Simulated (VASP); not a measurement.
# Sr8Ti8GeO24 (a cell with a defect) in VASP: single point with PBE

Aim: the single point of Sr8Ti8GeO24 (a cell with a defect) with PBE.

All numbers are computed with VASP 6.6.1; they aren't measurements. Logs are shortened: lines on timing, memory, paths and dates and some standing lists are left out, and cuts for length are marked.

### Step 1. The cell of the first run

The cell holds a defect, 41 atoms: a = 7.810 Å, b = 7.810 Å, c = 7.810 Å, α = 90.00°, β = 90.00°, γ = 90.00°.

### Step 2. Single point, PBE

INCAR reads:

```
ALGO = Normal ; EDIFF = 1E-6
ENCUT = 520 ; GGA = PE
GGA_COMPAT = False ; ISIF = 2
ISMEAR = 0 ; KPAR = 2
LASPH = True ; LCHARG = True
LREAL = Auto ; LVHAR = True
LWAVE = False ; NBANDS = 193
NCORE = 2 ; NELM = 120
PREC = Accurate ; SIGMA = 0.02
```

KPOINTS reads:

```
k-points
0
Gamma
  2 2 2
```

POSCAR reads:

```
Sr8Ti8GeO24
1.0
    7.8100000000      0.0000000000      0.0000000000
    0.0000000000      7.8100000000      0.0000000000
    0.0000000000      0.0000000000      7.8100000000
Sr Ti O Ge
8 8 24 1
Direct
   -0.0075974392      0.0009367478     -0.0065919334
   -0.0050564661      0.0003516005      0.4991335467
   -0.0209751601      0.4789336748     -0.0101923175
   -0.0194687580      0.4806311140      0.6163233035
    0.5135572343      0.0137654289     -0.0005247119
    0.5071942382      0.0072509603      0.4983560819
    0.5007303457      0.4924957746     -0.0063282971
    0.5001800256      0.4950247119      0.4990774648
    0.2504094750      0.2480992318      0.2494222791
    0.2499878361      0.2379454545      0.7513039693
    0.2789765685      0.7790425096      0.2239325224
    0.2488042254      0.7489044814      0.7458323944
    0.7529830986      0.2530588988      0.2541014085
    0.7369900128      0.2370975672      0.7539284251
    0.7479980794      0.7505749040      0.2492879641
    0.7378110115      0.7500862996      0.7513154930
    0.0013096031      0.2419548015      0.2261708067
    0.2573297055      0.0057932138      0.2774750320
    0.2624614597      0.2174692702     -0.0029888604
   -0.0047398207      0.2291072983      0.7715805378
    0.2463227913     -0.0058352113      0.7064144686
    0.2327128041      0.2822786172      0.4966933419
    0.0107746479      0.7587075544      0.1960909091
    0.2585038412      0.5108008963      0.1963734955
    0.2905295775      0.7903070423     -0.0130898848
   -0.0023193342      0.7487489117      0.7789491677
    0.2488321383      0.4977280410      0.7786533931
    0.2099321383      0.7101952625      0.4762594110
    0.4988254802      0.2537247119      0.2615299616
    0.7536687580     -0.0010847631      0.2614245839
    0.7363992318      0.2364124200      0.0000809219
    0.4944460948      0.2408745198      0.7368213828
    0.7409597951     -0.0054674776      0.7368072983
    0.7604247119      0.2604777209      0.5029130602
    0.5057355954      0.7574715749      0.2776483995
    0.7418249680      0.5013588988      0.2259915493
    0.7171354673      0.7626268886     -0.0029738796
    0.4941121639      0.7466186940      0.7062857875
    0.7289695262      0.4953518566      0.7716106274
    0.7823448143      0.7327376440      0.4967137004
    0.0643573624      0.5647516005      0.3255770807
```

Potentials or basis: VASP PAW PBE potentials, release 64 (Sr_sv, Ti_sv, O, Ge_d).

Launch:

```bash
cat potpaw_PBE.64/Sr_sv/POTCAR potpaw_PBE.64/Ti_sv/POTCAR potpaw_PBE.64/O/POTCAR potpaw_PBE.64/Ge_d/POTCAR > POTCAR
mpirun -np 4 vasp_std > vasp.out
```

OUTCAR:

```text
EDIFF = 1E-6
   ENCUT = 520
   GGA = PE
   ISIF = 2
   ISMEAR = 0
   LASPH = True
   LREAL = Auto
   NELM = 120
   PREC = Accurate

 ion  position               nearest neighbor table
   1  0.992  0.001  0.993-  23 2.47  20 2.49  26 2.59  17 2.62  19 2.70  31 2.72  30 2.80  33 2.81
                            37 2.84  25 2.85  21 2.99  18 3.03  14 3.30  10 3.32  11 3.35  16 3.37
   2  0.995  0.000  0.499-  21 2.55  30 2.65  40 2.67  18 2.68  33 2.72  34 2.74  20 2.78  28 2.83
                            17 2.85  22 2.88  26 2.94  23 3.03  13 3.34  10 3.36  15 3.37  14 3.38
   3  0.979  0.479  0.990-  20 2.59  39 2.60  17 2.62  36 2.62  26 2.68  27 2.68  31 2.68  24 2.73
                            23 2.73  41 2.79   4 2.92  19 3.01  37 3.02  13 3.24  14 3.25  10 3.39
   4  0.981  0.481  0.616-  20 2.31  39 2.31  26 2.45  27 2.45  41 2.45  34 2.59  40 2.67  22 2.67
                            28 2.76  14 2.90   3 2.92  10 3.02  16 3.02  12 3.13  13 3.78   2 3.86
   5  0.514  0.014  0.999-  31 2.46  25 2.47  37 2.52  19 2.53  32 2.72  33 2.72  29 2.78  30 2.78
                            18 2.95  35 2.95  21 3.10  38 3.10  14 3.12  11 3.13  13 3.31  10 3.33
   6  0.507  0.007  0.498-  35 2.60  18 2.60  38 2.61  21 2.61  32 2.61  33 2.61  29 2.67  30 2.67
                            34 2.80  22 3.03  40 3.04  14 3.23  28 3.29  11 3.31  13 3.32  16 3.34
   7  0.501  0.492  0.994-  24 2.47  39 2.49  27 2.59  36 2.62  37 2.70  31 2.72  29 2.80  32 2.81
                            19 2.84  25 2.85  38 3.00  35 3.03  14 3.30  16 3.33  11 3.35  10 3.37
   8  0.500  0.495  0.499-  38 2.55  29 2.64  22 2.67  35 2.68  32 2.72  34 2.74  39 2.78  28 2.83
                            36 2.85  40 2.88  27 2.94  24 3.03  13 3.34  16 3.36   9 3.37  14 3.38
   9  0.250  0.248  0.249-  18 1.91  29 1.94  22 1.95  17 1.95  19 1.99  24 2.09   8 3.37   6 3.37
                             5 3.37   7 3.38   2 3.40   1 3.43   3 3.44   4 3.99
  10  0.250  0.238  0.751-  32 1.91  19 1.93  21 1.94  20 2.00  22 2.02  27 2.04   4 3.02   1 3.32
                             5 3.33   6 3.34   2 3.36   7 3.37   3 3.39   8 3.42
  11  0.279  0.779  0.224-  18 1.83  35 1.83  25 1.86  23 2.11  24 2.11  28 2.11  41 2.50   5 3.13
                             6 3.31   7 3.35   1 3.35   8 3.54   2 3.54   3 3.78
  12  0.249  0.749  0.746-  25 1.94  21 1.94  38 1.94  26 1.98  27 1.98  28 2.15   4 3.13   2 3.39
                             8 3.39   1 3.41   7 3.41   6 3.45   5 3.53   3 3.54
  13  0.753  0.253  0.254-  34 1.94  36 1.95  17 1.95  30 1.99  29 1.99  31 1.99   3 3.24   5 3.31
                             6 3.32   2 3.34   8 3.34   7 3.39   1 3.39   4 3.78
  14  0.737  0.237  0.754-  32 1.90  33 1.90  31 1.92  34 1.98  39 2.02  20 2.02   4 2.90   5 3.12
                             6 3.23   3 3.25   1 3.30   7 3.30   2 3.38   8 3.38
  15  0.748  0.751  0.249-  35 1.91  30 1.94  36 1.96  40 1.96  37 1.99  23 2.09   2 3.37   6 3.37
                             5 3.37   1 3.39   8 3.40   7 3.43   3 3.44   4 3.99
  16  0.738  0.750  0.751-  33 1.91  37 1.93  38 1.94  39 2.00  40 2.02  26 2.04   4 3.02   7 3.33
                             5 3.33   6 3.34   8 3.36   1 3.37   3 3.39   2 3.43
  17  0.001  0.242  0.226-  13 1.95   9 1.95   1 2.62   3 2.62   2 2.85
  18  0.257  0.006  0.277-  11 1.83   9 1.91   6 2.60   2 2.68   5 2.95   1 3.03
  19  0.262  0.217  0.997-  10 1.93   9 1.99   5 2.53   1 2.70   7 2.84   3 3.01
  20  0.995  0.229  0.772-  10 2.00  14 2.02   4 2.31   1 2.49   3 2.59   2 2.78
  21  0.246  0.994  0.706-  10 1.94  12 1.94   2 2.55   6 2.61   1 2.99   5 3.10
  22  0.233  0.282  0.497-   9 1.95  10 2.02   8 2.67   4 2.67   2 2.88   6 3.03
  23  0.011  0.759  0.196-  41 1.87  15 2.09  11 2.11   1 2.47   3 2.73   2 3.03
  24  0.259  0.511  0.196-  41 1.87   9 2.09  11 2.11   7 2.47   3 2.73   8 3.03
  25  0.291  0.790  0.987-  11 1.86  12 1.94   5 2.47   7 2.85   1 2.85   3 3.44
  26  0.998  0.749  0.779-  12 1.98  16 2.04   4 2.45   1 2.59   3 2.68   2 2.94
  27  0.249  0.498  0.779-  12 1.98  10 2.04   4 2.45   7 2.59   3 2.68   8 2.94
  28  0.210  0.710  0.476-  41 1.99  11 2.11  12 2.15   4 2.76   2 2.83   8 2.83   6 3.29
  29  0.499  0.254  0.262-   9 1.94  13 1.99   8 2.64   6 2.67   5 2.78   7 2.80
  30  0.754  0.999  0.261-  15 1.94  13 1.99   2 2.65   6 2.67   5 2.78   1 2.80
  31  0.736  0.236  0.000-  14 1.92  13 1.99   5 2.46   3 2.68   1 2.72   7 2.72
  32  0.494  0.241  0.737-  14 1.90  10 1.91   6 2.61   5 2.72   8 2.72   7 2.81
  33  0.741  0.995  0.737-  14 1.90  16 1.91   6 2.61   2 2.72   5 2.72   1 2.81
  34  0.760  0.260  0.503-  13 1.94  14 1.98   4 2.59   2 2.74   8 2.74   6 2.80
  35  0.506  0.757  0.278-  11 1.83  15 1.91   6 2.60   8 2.68   5 2.95   7 3.03
  36  0.742  0.501  0.226-  13 1.95  15 1.96   7 2.62   3 2.62   8 2.85
  37  0.717  0.763  0.997-  16 1.93  15 1.99   5 2.52   7 2.70   1 2.84   3 3.02
  38  0.494  0.747  0.706-  16 1.94  12 1.94   8 2.55   6 2.61   7 3.00   5 3.10
  39  0.729  0.495  0.772-  16 2.00  14 2.02   4 2.31   7 2.49   3 2.60   8 2.78
  40  0.782  0.733  0.497-  15 1.96  16 2.02   2 2.67   4 2.67   8 2.88   6 3.04
  41  0.064  0.565  0.326-  23 1.87  24 1.87  28 1.99   4 2.45  11 2.50   3 2.79   2 3.70   8 3.70

  LATTYP: Found a simple cubic cell.
 ALAT       =     7.8100000000

  Lattice vectors:

 A1 = (   7.8100000000,   0.0000000000,   0.0000000000)
 A2 = (   0.0000000000,   7.8100000000,   0.0000000000)
 A3 = (   0.0000000000,   0.0000000000,   7.8100000000)

Analysis of symmetry for initial positions (statically):
=====================================================================
 Subroutine PRICEL returns:
 Original cell was already a primitive cell.

 Routine SETGRP: Setting up the symmetry group for a
 simple cubic supercell.

 Subroutine GETGRP returns: Found  1 space group operations
 (whereof  1 operations were pure point group operations)
[... 140 lines left out ...]

  Shift w.r.t. Gamma in fractional coordinates (k-lattice)
     0.000000000  0.000000000  0.000000000

 Subroutine IBZKPT returns following result:
 ===========================================

 Found      8 irreducible k-points:

 Following reciprocal coordinates:
            Coordinates               Weight
  0.000000  0.000000  0.000000      1.000000
  0.500000  0.000000  0.000000      1.000000
  0.000000  0.500000  0.000000      1.000000
  0.000000  0.000000  0.500000      1.000000
  0.500000  0.500000  0.000000      1.000000
  0.000000  0.500000  0.500000      1.000000
  0.500000  0.000000  0.500000      1.000000
  0.500000  0.500000  0.500000      1.000000
   k-points           NKPTS =      8   k-points in BZ     NKDIM =      8   number of bands    NBANDS=    193
   number of dos      NEDOS =    301   number of ions     NIONS =     41
   total plane-waves  NPLWV = 216000
   dimension x,y,z NGX =    60 NGY =   60 NGZ =   60
   dimension x,y,z NGXF=   120 NGYF=  120 NGZF=  120
   ions per type =               8   8  24   1
   NGX,Y,Z   is equivalent  to a cutoff of  12.77, 12.77, 12.77 a.u.
   NGXF,Y,Z  is equivalent  to a cutoff of  25.54, 25.54, 25.54 a.u.
 SYSTEM =  unknown system
   PREC   = accura    normal or accurate (medium, high low for compatibility)
   ISTART =      0    job   : 0-new  1-cont  2-samecut
   ICHARG =      2    charge: 1-file 2-atom 10-const
   ISPIN  =      1    spin polarized calculation?
   LNONCOLLINEAR =      F non collinear calculations
   LSORBIT =      F    spin-orbit coupling
   LASPH  =      T    aspherical Exc in radial PAW
   ENCUT  =  520.0 eV  38.22 Ry    6.18 a.u.  14.52 14.52 14.52*2*pi/ulx,y,z
   NELM   =    120;   NELMIN=  2; NELMDL= -5     # of ELM steps
   EDIFF  = 0.1E-05   stopping-criterion for ELM
   LREAL  =      T    real-space projection
   EDIFFG = 0.1E-04   stopping-criterion for IOM
   NSW    =      0    number of steps for IOM
[... 5 lines left out ...]
   TEBEG  =    0.0;   TEEND  =   0.0 temperature during run
   PSTRESS=    0.0 pullay stress
   NELECT =     334.0000    total number of electrons
   NUPDOWN=      -1.0000    fix difference up-down
   EMIN   =  10.00;   EMAX   =-10.00  energy-range for DOS
   EFERMI =   0.00;   METHOD = LEGACY
   ISMEAR =     0;   SIGMA  =   0.02  broadening in eV -4-tet -1-fermi 0-gaus
   EFERMI_NEDOS =   21; number of points for ismear=-14 and -15
   IALGO  =     38    algorithm
   IMIX   =      4    mixing-type and parameters
     AMIX     =   0.40;   BMIX     =  1.00
     AMIX_MAG =   1.60;   BMIX_MAG =  1.00
  volume/ion in A,a.u.               =      11.62        78.41
  Fermi-wavevector in a.u.,A,eV,Ry     =   1.454362  2.748346 28.778632  2.115170
  Thomas-Fermi vector in A             =   2.571522
   LORBIT       =      0    0 simple, 1 ext, 2 COOP (PROOUT), +10 PAW based schemes
   GGA     = PE    functional components
   LHFCALC =     F    Hartree Fock is set to
   AEXX    =    0.0000 exact exchange contribution
   IVDW    =     0    specifies the selected vdW correction
   LEPSILON=     F    determine dielectric tensor
   LRPA    =     F    only Hartree local field effects (RPA)
 non-spin polarized calculation
 Gauss-broadening in eV      SIGMA  =   0.02
  energy-cutoff  :      520.00
  volume of cell :      476.38
 maximum number of plane-waves:     12893
 NGX is ok and might be reduce to    60
   NGX = 29   NGY = 29   NGZ = 29

 number of electron     334.0000002 magnetization

 Free energy of the ion-electron system (eV)
  ---------------------------------------------------
  ext. energy  EPLUGINS =         0.00000000
  ---------------------------------------------------
  free energy    TOTEN  =      -317.87317935 eV

  energy without entropy =     -317.87172520  energy(sigma->0) =     -317.87245228

 E-fermi :   6.7419     XC(G=0): -11.4571

 val. band max:        6.7161630707   @ k =   0.5000   0.0000   0.0000
 cond. band min:       6.7654221023   @ k =   0.0000   0.5000   0.0000
 fundamental gap:      0.0492590316
 Fermi energy:         6.7419351682

 k-point     1 :       0.0000    0.0000    0.0000
  band No.  band energies     occupation
      1     -51.7080      2.00000
      2     -51.6845      2.00000
      3     -51.6141      2.00000
      4     -51.6124      2.00000
      5     -51.5329      2.00000
      6     -51.5324      2.00000
[... 1445 lines left out ...]
    178       8.0541      0.00000
    179       8.0614      0.00000
 [bands above 179 left out]

------------------------ aborting loop because EDIFF is reached ----------------------------------------

  FORCE on cell =-STRESS in cart. coord.  units (eV):
  Direction    XX          YY          ZZ          XY          YZ          ZX
  --------------------------------------------------------------------------------------
  -------------------------------------------------------------------------------------
  Total       37.7670195     37.8046942     40.4802348      4.5500146     -5.4352553     -5.4138827
  in kB      127.0194398    127.1461487    136.1446261     15.3027778    -18.2800521    -18.2081709
  external PRESSURE =     130.1034049 kB  Pullay stress =       0.0000000 kB

 VOLUME and BASIS-vectors are now :
 -----------------------------------------------------------------------------
  energy-cutoff  :      520.00
  volume of cell :      476.38
      direct lattice vectors                 reciprocal lattice vectors
     7.810000000  0.000000000  0.000000000     0.128040973  0.000000000  0.000000000
     0.000000000  7.810000000  0.000000000     0.000000000  0.128040973  0.000000000
     0.000000000  0.000000000  7.810000000     0.000000000  0.000000000  0.128040973

 POSITION                                       TOTAL-FORCE (eV/Angst)
 -----------------------------------------------------------------------------------
      7.75066      0.00732      7.75852         0.004916     -0.006233      0.017233
      7.77051      0.00275      3.89823         0.002762     -0.001802     -0.011259
      7.64618      3.74047      7.73040         0.012298      0.014647      0.030768
      7.65795      3.75373      4.81349         0.027358      0.028281     -0.097366
      4.01088      0.10751      7.80590        -0.005953     -0.007391      0.010819
      3.96119      0.05663      3.89216        -0.005587     -0.003349     -0.003442
[... 33 lines left out ...]
      6.11011      5.72268      3.87933        -0.011677     -0.000728      0.007553
      0.50263      4.41071      2.54276        -0.030028     -0.032597     -0.027970
 -----------------------------------------------------------------------------------
    total drift:                                0.009111      0.016360      0.004770

  FREE ENERGIE OF THE ION-ELECTRON SYSTEM (eV)
  ---------------------------------------------------
  free  energy   TOTEN  =      -317.8731793524 eV

  energy  without entropy=     -317.8717252024  energy(sigma->0) =     -317.87245228
```

It took 12 min on 4 MPI ranks of AMD EPYC 7R43 (Zen 3), shared host; peak memory 0.45 GiB.

What came out:

```yaml
Free_energy: -317.8732 eV
Pressure: 13.0 GPa
Largest_force: 0.105 eV/Å
Band_gap_on_the_k_mesh: zero (bands 167 and 168 overlap by 0.81 eV)
```

Forces in eV/Å, atoms in the order of the input:
```
Sr   0.005 -0.006  0.017
Sr   0.003 -0.002 -0.011
Sr   0.012  0.015  0.031
Sr   0.027  0.028 -0.097
Sr  -0.006 -0.007  0.011
Sr  -0.006 -0.003 -0.003
Sr   0.001  0.004  0.005
Sr   0.001  0.005 -0.006
Ti  -0.012  0.049 -0.005
Ti  -0.015 -0.001 -0.018
Ti  -0.041 -0.044  0.018
Ti  -0.019 -0.024 -0.018
Ti  -0.003  0.000 -0.002
Ti   0.022  0.026  0.002
Ti   0.044 -0.016 -0.004
Ti  -0.001 -0.019 -0.020
O   -0.003 -0.017  0.006
O    0.000  0.022  0.005
O   -0.007  0.011  0.012
O   -0.001 -0.046 -0.001
O    0.018  0.006  0.015
O   -0.004 -0.011  0.014
O    0.001  0.003  0.009
O    0.005  0.006  0.006
O   -0.009 -0.007 -0.020
O   -0.011  0.023  0.003
O    0.022 -0.010  0.009
O    0.034  0.033  0.026
O    0.010 -0.009 -0.010
O   -0.010  0.009 -0.004
O    0.017  0.018  0.016
O    0.004 -0.001 -0.001
O   -0.002  0.003 -0.002
O   -0.004 -0.002  0.002
O    0.018 -0.004  0.005
O   -0.016  0.003  0.010
O    0.014 -0.009  0.010
O    0.004  0.012  0.013
O   -0.049 -0.002  0.001
O   -0.012 -0.001  0.008
Ge  -0.030 -0.033 -0.028
```

Caveat: the k points lie up to 0.40 Å⁻¹ apart, too coarse for converged energies and pressures of a metal; semilocal functionals often make such compounds metallic where correlation or magnetic order opens a gap, which also shifts bond lengths.

The gap in the log of VASP goes by the Fermi energy; the results here count the filled bands.